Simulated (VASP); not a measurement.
# MgS: single point with PBE

MgS:

```xyz
2
Lattice="0.0000 2.6015 2.6015 2.6015 0.0000 2.6015 2.6015 2.6015 0.0000" Properties=species:S:1:pos:R:3 pbc="T T T"
Mg    0.0000    0.0000    0.0000
S     2.6015    2.6015    2.6015
```

| Property | Result |
| --- | --- |
| Program | VASP 6.6.1 |
| Task | single point |
| Functional | PBE |
| Potentials or basis | VASP PAW PBE potentials, release 64 (Mg, S) |
| Cutoff | 520 eV |
| k mesh | 4 × 4 × 4 |
| Occupations | gaussian, width 0.01 eV |
| Spin | no spin polarisation |
| Dipole correction | no |
| Further INCAR settings | ALGO = Normal; EDIFF = 1e-06; NBANDS = 11 |

```json
{"Pressure": "1.2 GPa", "Band gap on the k mesh": "2.75 eV, indirect (least direct gap 3.70 eV)"}
```

Levels at points of the mesh, in eV from the valence-band top:
```tsv
k point	band 1	band 2	band 3	band 4	band 5	band 6	band 7	band 8
(0.00, 0.00, 0.00)	-12.67	0.00	0.00	0.00	3.70	7.94	7.94	7.94
(0.50, 0.00, 0.00)	-11.36	-4.84	-0.59	-0.59	4.53	6.89	6.89	10.10
(0.50, 0.50, 0.00)	-10.99	-4.20	-1.69	-1.69	2.75	4.38	12.00	12.80
```

It took 3.6 s on 1 thread of Intel Xeon 6975P-C, with other jobs on the host, peak memory 0.15 GiB.

Caveat: the k points lie up to 0.52 Å⁻¹ apart. A k mesh can miss the band edges.
